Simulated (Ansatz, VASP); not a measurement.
**Ti: VASP beside Ansatz**

```
CELL_PARAMETERS angstrom
-1.64100 1.64100 1.67382
1.64100 -1.64100 1.67382
1.64100 1.64100 -1.67382
ATOMIC_POSITIONS crystal
Ti 0.00000 0.00000 0.00000
```

Change from the starting cell: zz strain of +2 %.

Alike in both runs: task single point; functional PBE; k mesh 14 × 14 × 14; occupations fermi-dirac, width 0.05 eV; no spin polarisation.

|  | VASP | Ansatz |
| --- | --- | --- |
| version | VASP 6.6.1 | Ansatz 0.2.0 |
| potentials or method | VASP PAW PBE potentials, release 64 (Ti_sv), cutoff 520 eV | all-electron LAPW, scalar-relativistic |

VASP gave:

| Item | Value |
| --- | --- |
| pressure (GPa) | -4.5 |
| traceless stress, the component that is largest in VASP (GPa) | 0.32 |

**Question.** Estimate Ansatz's values.

**Answer.** Pressure (GPa): -4.3; traceless stress, the component that is largest in VASP (GPa): 0.32.

Ansatz ran all-electron here, and VASP with PAW potentials.
